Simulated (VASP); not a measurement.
Write the native input for VASP 6.6.1 that does the following.

```
Task                               : single point
Functional                         : HSE06
Potentials or basis                : VASP PAW PBE potentials, release 64 (Ti_sv, Se)
Cutoff                             : 400 eV
k mesh                             : 6 × 6 × 2
Occupations                        : fermi-dirac, width 0.02 eV
Spin                               : no spin polarisation
Dipole correction                  : no
Grid for exact exchange (PRECFOCK) : Normal
Further INCAR settings             : ALGO = Normal; EDIFF = 1e-06; NBANDS = 19
Share of exact exchange            : 0.25
Screening parameter                : 0.2079 1/Å
```

Crystal: TiSe2.

```
Ti Se
1.0
     3.54203    0.00000    0.00000
    -1.77101    3.06748    0.00000
     0.00000    0.00000    6.09151
Ti Se
1 2
Direct
  0.00000 0.00000 0.00000
  0.33333 0.66667 0.24987
  0.66667 0.33333 0.75013
```

The input as run:

POSCAR

```
TiSe2
1.0
    3.5420251837      0.0000000000      0.0000000000
   -1.7710125918      3.0674837899      0.0000000000
    0.0000000000      0.0000000000      6.0915063573
Ti Se
1 2
Direct
    0.0000000000      0.0000000000      0.0000000000
    0.3333333333      0.6666666667      0.2498693024
    0.6666666667      0.3333333333      0.7501306976
```

INCAR.step1

```
SYSTEM = TiSe2
ALGO     = Normal         ! electronic algorithm
EDIFF    = 1E-5           ! SCF threshold, eV
ENCUT    = 400            ! plane-wave cutoff, eV
GGA      = PE             ! functional
GGA_COMPAT= .FALSE.      
ISIF     = 2              ! what is computed and relaxed
ISMEAR   = -1             ! smearing method
LASPH    = .TRUE.         ! aspherical terms in the spheres
LCHARG   = .FALSE.        ! write CHGCAR
LREAL    = .FALSE.        ! projectors in reciprocal space
LWAVE    = .TRUE.         ! write WAVECAR
NBANDS   = 19             ! bands
NELM     = 120            ! most SCF steps
PREC     = Accurate       ! precision mode
SIGMA    = 0.02           ! smearing width, eV
```

INCAR.step2

```
SYSTEM = TiSe2
ALGO     = Normal         ! electronic algorithm
EDIFF    = 1E-6           ! SCF threshold, eV
ENCUT    = 400            ! plane-wave cutoff, eV
GGA      = PE             ! functional
GGA_COMPAT= .FALSE.      
HFSCREEN = 0.2079         ! screening, 1/A
ISIF     = 2              ! what is computed and relaxed
ISMEAR   = -1             ! smearing method
ISTART   = 1            
LASPH    = .TRUE.         ! aspherical terms in the spheres
LCHARG   = .FALSE.        ! write CHGCAR
LHFCALC  = .TRUE.         ! exact exchange
LREAL    = .FALSE.        ! projectors in reciprocal space
LWAVE    = .FALSE.        ! write WAVECAR
NBANDS   = 19             ! bands
NELM     = 120            ! most SCF steps
PREC     = Accurate       ! precision mode
PRECFOCK = Normal       
SIGMA    = 0.02           ! smearing width, eV
```

KPOINTS

```
k-points
0
G
  6 6 2
  0 0 0
```

Potentials or basis: VASP PAW PBE potentials, release 64 (Ti_sv, Se).

Launch:

```console
$ cat potpaw_PBE.64/Ti_sv/POTCAR potpaw_PBE.64/Se/POTCAR > POTCAR
$ cp INCAR.step1 INCAR
$ mpirun -np 1 vasp_std > vasp.out
$ cp INCAR.step2 INCAR
$ mpirun -np 1 vasp_std > vasp.out
```

Results of the run:

```
Pressure               : -0.2 GPa
Largest force          : 0.162 eV/Å
Band gap on the k mesh : zero (bands 12 and 13 overlap by 0.10 eV)
```

Caveat: the k points lie up to 0.52 Å⁻¹ apart; the PAW data sets were made with another functional, which shifts forces and pressure a little; this functional lacks dispersion, which binds layers or chains, so the pressure and a relaxed spacing across them are unreliable.

Wall time 18 min on 1 thread of AMD EPYC 7R43 64-Core Processor (Zen 3), with other jobs on the host, peak memory 0.24 GiB.
